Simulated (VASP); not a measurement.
Input of a VASP 6.6.1 run:

The input INCAR:

```
PREC     = Accurate       # precision mode
ENCUT    = 520            # plane-wave cutoff, eV
EDIFF    = 1E-6           # SCF threshold, eV
ISMEAR   = 0              # smearing method
SIGMA    = 0.1            # smearing width, eV
LREAL    = False          # projectors in reciprocal space
LASPH    = True           # aspherical terms in the spheres
NELM     = 200            # most SCF steps
ALGO     = Normal         # electronic algorithm
ISIF     = 2              # what is computed and relaxed
LWAVE    = False          # write WAVECAR
LCHARG   = False          # write CHGCAR
ISPIN    = 2              # spin polarisation
MAGMOM   = 0 0 0 0 0 0 0 0 0 0 0 0 0 0 0 0 0 0 0 0 0 0 0 0 1 0 # initial moments
LORBIT   = 11             # projections on sites
LDIPOL   = True         
IDIPOL   = 3            
DIPOL    = 0.5 0.5 0.291
GGA      = PE             # functional
NBANDS   = 52             # bands
GGA_COMPAT= False        
NELMDL   = -8           
KPAR     = 4
```

The input KPOINTS:

```
regular mesh
0
Gamma
  6 4 1
```

File POSCAR:

```
Be24NO
1.0
    4.5254381411      0.0000000000      0.0000000000
    0.0000000000      7.1336190820      0.0000000000
    0.0000000000      0.0000000000     22.3685529248
Be N O
24 1 1
Direct
    0.0000000000      0.3750000000      0.1788224752
    0.0000000000      0.8750000000      0.1788224752
    0.5000000000      0.3750000000      0.1788224752
    0.5000000000      0.8750000000      0.1788224752
    0.2500000000      0.1250000000      0.2080237711
    0.2500000000      0.6250000000      0.2080237711
    0.7500000000      0.1250000000      0.2080237711
    0.7500000000      0.6250000000      0.2080237711
    0.2500000000      0.3750000000      0.2664263628
    0.2500000000      0.8750000000      0.2664263628
    0.7500000000      0.3750000000      0.2664263628
    0.7500000000      0.8750000000      0.2664263628
    0.0000000000      0.1250000000      0.2903069137
    0.0000000000      0.6250000000      0.2903069137
    0.5000000000      0.1250000000      0.2903069137
    0.5000000000      0.6250000000      0.2903069137
    0.0000000000      0.3750000000      0.3546814205
    0.0000000000      0.8750000000      0.3546814205
    0.5000000000      0.3750000000      0.3546814205
    0.5000000000      0.8750000000      0.3546814205
    0.2500000000      0.1250000000      0.3741213369
    0.2500000000      0.6250000000      0.3741213369
    0.7500000000      0.1250000000      0.3741213369
    0.7500000000      0.6250000000      0.3741213369
    0.7500000000      0.4583333333      0.4331327537
    0.8849191768      0.5932525101      0.4467861391
```

Potentials or basis: VASP PAW PBE potentials, release 64 (Be, N, O).

Command:

```bash
$ cat potpaw_PBE.64/Be/POTCAR potpaw_PBE.64/N/POTCAR potpaw_PBE.64/O/POTCAR > POTCAR
$ mpirun -np 4 vasp_std > vasp.out
```

**Question.** Estimate the net moment.

**Answer.** 0.00 μB per cell.

**Question.** Estimate the largest force.

**Answer.** 8.039 eV/Å.

Forces in eV/Å, atoms in the order of the input:
```
Be   0.014 -0.022  0.510
Be   0.041 -0.051  0.444
Be  -0.013 -0.046  0.495
Be  -0.043  0.136  0.543
Be   0.009  0.024 -0.723
Be  -0.019 -0.042 -0.764
Be  -0.014  0.035 -0.606
Be  -0.015 -0.054 -0.639
Be   0.075  0.051 -0.084
Be   0.037 -0.011  0.180
Be  -0.037 -0.028 -0.056
Be  -0.035  0.095  0.000
Be   0.018  0.092  0.008
Be   0.021 -0.124  0.496
Be   0.027 -0.094  0.051
Be   0.025  0.057 -0.061
Be   0.310 -0.505 -0.273
Be   0.039  0.224 -0.241
Be  -0.106  0.376  0.237
Be  -0.193  0.070 -0.088
Be  -0.074 -0.008  0.098
Be   0.203  0.208 -0.285
Be   0.222 -0.432  0.037
Be  -0.043  0.442  0.158
N   -4.584 -6.381 -1.702
O    4.135  5.987  2.268
```

Caveat: the standard files for N, O and F lose accuracy on very short bonds.
